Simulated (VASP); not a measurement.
# Ti2VIn4 (I4/mmm) in VASP: single point with PBE

Aim: the single point of Ti2VIn4 with PBE.

All numbers are computed with VASP 6.6.1; they aren't measurements. Logs are shortened: lines on timing, memory, paths and dates and some standing lists are left out, and cuts for length are marked.

### Step 1. The cell of the first run

Symmetry: I4/mmm, No. 139, tetragonal system. The conventional cell has a = 7.031 Å, b = 7.031 Å, c = 5.745 Å, α = 90.00°, β = 90.00°, γ = 90.00°. V (site symmetry 4/mmm) has 12 In at 3.01 to 3.48 Å and 8 Ti at 3.80 Å within 4.0 Å. Within 3.7 Å of In (site symmetry m2m) lie 4 In at 2.77 to 3.06 Å and 4 Ti at 2.92 Å and 3 V at 3.01 to 3.48 Å. Ti (site symmetry -4m2) has 2 Ti at 2.87 Å and 8 In at 2.92 Å and 4 V at 3.80 Å within 3.8 Å.

### Step 2. Single point, PBE

Contents of INCAR:

```
SYSTEM = Ti2VIn4
ALGO = Normal
EDIFF = 1E-6
ENCUT = 520
GGA = PE
ISIF = 2
ISMEAR = -1
LASPH = .True.
LCHARG = .False.
LREAL = .False.
LWAVE = .False.
NBANDS = 54
NELM = 60
PREC = Accurate
SIGMA = 0.1
```

Contents of KPOINTS:

```
k-points
0
Gamma
  8 8 8
  0 0 0
```

Contents of POSCAR:

```
Ti2VIn4
1.0
   -3.5155680000      3.5155680000      2.8723740000
    3.5155680000     -3.5155680000      2.8723740000
    3.5155680000      3.5155680000     -2.8723740000
V In Ti
1 4 2
Direct
    0.0000000000      0.0000000000      0.0000000000
    0.3030000000      0.3030000000      0.6060000000
    0.3030000000      0.6970000000      0.0000000000
    0.6970000000      0.6970000000      0.3940000000
    0.6970000000      0.3030000000      0.0000000000
    0.7500000000      0.2500000000      0.5000000000
    0.2500000000      0.7500000000      0.5000000000
```

Potentials or basis: VASP PAW PBE potentials, release 64 (V_sv, In_d, Ti_sv).

Run with:

```sh
cat potpaw_PBE.64/V_sv/POTCAR potpaw_PBE.64/In_d/POTCAR potpaw_PBE.64/Ti_sv/POTCAR > POTCAR
mpirun -np 1 vasp_std > vasp.out
```

OUTCAR:

```text
SYSTEM = Ti2VIn4
   EDIFF = 1E-6
   ENCUT = 520
   GGA = PE
   ISIF = 2
   ISMEAR = -1
   LASPH = .True.
   LREAL = .False.
   NELM = 60
   PREC = Accurate

 ion  position               nearest neighbor table
   1  0.000  0.000  0.000-   3 3.01   5 3.01   2 3.01   4 3.01
   2  0.303  0.303  0.606-   3 2.77   5 2.77   7 2.92   6 2.92   6 2.92   7 2.92   1 3.01   4 3.06
                             4 3.06   4 3.92
   3  0.303  0.697  0.000-   2 2.77   4 2.77   6 2.92   7 2.92   7 2.92   6 2.92   1 3.01   5 3.06
                             5 3.06   5 3.92
   4  0.697  0.697  0.394-   3 2.77   5 2.77   7 2.92   6 2.92   6 2.92   7 2.92   1 3.01   2 3.06
                             2 3.06   2 3.92
   5  0.697  0.303  0.000-   2 2.77   4 2.77   7 2.92   6 2.92   6 2.92   7 2.92   1 3.01   3 3.06
                             3 3.06   3 3.92
   6  0.750  0.250  0.500-   7 2.87   7 2.87   4 2.92   2 2.92   5 2.92   5 2.92   3 2.92   3 2.92
                             2 2.92   4 2.92
   7  0.250  0.750  0.500-   6 2.87   6 2.87   4 2.92   2 2.92   3 2.92   3 2.92   5 2.92   5 2.92
                             4 2.92   2 2.92

  LATTYP: Found a body centered tetragonal cell.
 ALAT       =     7.0311360000
 C/A-ratio  =     0.8170440737

  Lattice vectors:

 A1 = (  -3.5155680000,   3.5155680000,   2.8723740000)
 A2 = (   3.5155680000,  -3.5155680000,   2.8723740000)
 A3 = (   3.5155680000,   3.5155680000,  -2.8723740000)

Analysis of symmetry for initial positions (statically):
=====================================================================
 Subroutine PRICEL returns:
 Original cell was already a primitive cell.

 Routine SETGRP: Setting up the symmetry group for a
 body centered tetragonal supercell.

 Subroutine GETGRP returns: Found 16 space group operations
 (whereof 16 operations were pure point group operations)
 out of a pool of 16 trial point group operations.

The static configuration has the point symmetry D_4h.

Analysis of symmetry for dynamics (positions and initial velocities):
=====================================================================
 Subroutine PRICEL returns:
 Original cell was already a primitive cell.

 Routine SETGRP: Setting up the symmetry group for a
 body centered tetragonal supercell.

 Subroutine GETGRP returns: Found 16 space group operations
 (whereof 16 operations were pure point group operations)
 out of a pool of 16 trial point group operations.

The dynamic configuration has the point symmetry D_4h.

[... 104 lines left out ...]
   LSORBIT =      F    spin-orbit coupling
   LASPH  =      T    aspherical Exc in radial PAW
   ENCUT  =  520.0 eV  38.22 Ry    6.18 a.u.  10.68 10.68 10.68*2*pi/ulx,y,z
   NELM   =     60;   NELMIN=  2; NELMDL= -5     # of ELM steps
   EDIFF  = 0.1E-05   stopping-criterion for ELM
   LREAL  =      F    real-space projection
[... 7 lines left out ...]
   TEBEG  =    0.0;   TEEND  =   0.0 temperature during run
   PSTRESS=    0.0 pullay stress
   NELECT =      89.0000    total number of electrons
   NUPDOWN=      -1.0000    fix difference up-down
   EMIN   =  10.00;   EMAX   =-10.00  energy-range for DOS
   EFERMI =   0.00;   METHOD = LEGACY
   ISMEAR =    -1;   SIGMA  =   0.10  broadening in eV -4-tet -1-fermi 0-gaus
   EFERMI_NEDOS =   21; number of points for ismear=-14 and -15
   IALGO  =     38    algorithm
   IMIX   =      4    mixing-type and parameters
     AMIX     =   0.40;   BMIX     =  1.00
     AMIX_MAG =   1.60;   BMIX_MAG =  1.00
  volume/ion in A,a.u.               =      20.29       136.90
  Fermi-wavevector in a.u.,A,eV,Ry     =   1.401009  2.647523 26.705861  1.962825
  Thomas-Fermi vector in A             =   2.523913
   LORBIT       =      0    0 simple, 1 ext, 2 COOP (PROOUT), +10 PAW based schemes
   GGA     = PE    functional components
   LHFCALC =     F    Hartree Fock is set to
   AEXX    =    0.0000 exact exchange contribution
   IVDW    =     0    specifies the selected vdW correction
   LEPSILON=     F    determine dielectric tensor
   LRPA    =     F    only Hartree local field effects (RPA)
 non-spin polarized calculation
  energy-cutoff  :      520.00
  volume of cell :      142.00
 maximum number of plane-waves:      3887
 NGX is ok and might be reduce to    48
   NGX = 21   NGY = 21   NGZ = 21

 number of electron      89.0000013 magnetization

 Free energy of the ion-electron system (eV)
  ---------------------------------------------------
  ext. energy  EPLUGINS =         0.00000000
  ---------------------------------------------------
  free energy    TOTEN  =       -33.67424254 eV

  energy without entropy =      -33.45417459  energy(sigma->0) =      -33.56420857

 E-fermi :   8.7218     XC(G=0): -11.1735

 val. band max:        8.7177846183   @ k =  -0.2500   0.5000   0.1250
 cond. band min:       8.7226398559   @ k =  -0.2500   0.3750   0.2500
 fundamental gap:      0.0048552376
 Fermi energy:         8.7217979925

 k-point     1 :       0.0000    0.0000    0.0000
  band No.  band energies     occupation
      1     -55.7740      2.00000
      2     -48.2363      2.00000
      3     -48.1899      2.00000
      4     -29.6267      2.00000
      5     -29.6057      2.00000
      6     -29.6057      2.00000
[... 1357 lines left out ...]
     53      10.7706      0.00000
     54      11.0617      0.00000

 [... further k-points ...]

------------------------ aborting loop because EDIFF is reached ----------------------------------------

  FORCE on cell =-STRESS in cart. coord.  units (eV):
  Direction    XX          YY          ZZ          XY          YZ          ZX
  --------------------------------------------------------------------------------------
  -------------------------------------------------------------------------------------
  Total        0.9347638      0.9347638     -1.0890222      0.0000000      0.0000000     -0.0000000
  in kB       10.5467945     10.5467945    -12.2872677      0.0000000      0.0000000     -0.0000000
  external PRESSURE =       2.9354404 kB  Pullay stress =       0.0000000 kB

 VOLUME and BASIS-vectors are now :
 -----------------------------------------------------------------------------
  energy-cutoff  :      520.00
  volume of cell :      142.00
      direct lattice vectors                 reciprocal lattice vectors
    -3.515568000  3.515568000  2.872374000     0.000000000  0.142224528  0.174072039
     3.515568000 -3.515568000  2.872374000     0.142224528  0.000000000  0.174072039
     3.515568000  3.515568000 -2.872374000     0.142224528  0.142224528  0.000000000

 POSITION                                       TOTAL-FORCE (eV/Angst)
 -----------------------------------------------------------------------------------
      0.00000      0.00000      0.00000        -0.000000     -0.000000      0.000000
      2.13043      2.13043     -0.00000        -0.805233     -0.805233      0.000000
      1.38513     -1.38513      2.87237         0.805233     -0.805233      0.000000
      1.38513      1.38513      2.87237         0.805233      0.805233     -0.000000
     -1.38513      1.38513      2.87237        -0.805233      0.805233     -0.000000
      0.00000      3.51557      1.43619        -0.000000     -0.000000      0.000000
      3.51557      0.00000      1.43619        -0.000000     -0.000000      0.000000
 -----------------------------------------------------------------------------------
    total drift:                                0.000000      0.000000     -0.000000

  FREE ENERGIE OF THE ION-ELECTRON SYSTEM (eV)
  ---------------------------------------------------
  free  energy   TOTEN  =       -33.6742425401 eV

  energy  without entropy=      -33.4541745935  energy(sigma->0) =      -33.56420857
```

Run time: 24 min. Hardware: 1 thread of Intel Xeon 8259CL, shared host; peak memory 0.58 GiB.

Results:

| Property | Result |
| --- | --- |
| Free energy | -33.6742 eV |
| Pressure | 0.3 GPa |
| Largest force | 1.139 eV/Å |
| Band gap on the k mesh | zero (an odd number of electrons rules out a gap without spin polarisation) |

Forces in eV/Å, atoms in the order of the input:
```
V    0.000  0.000  0.000
In  -0.805 -0.805  0.000
In   0.805 -0.805  0.000
In   0.805  0.805  0.000
In  -0.805  0.805  0.000
Ti   0.000  0.000  0.000
Ti   0.000  0.000  0.000
```

Caveat: spin-orbit coupling is left out, which moves the levels of the heavy elements; forces of over 1 eV/Å act on the atoms, so gaps and moduli don't describe the material at rest.
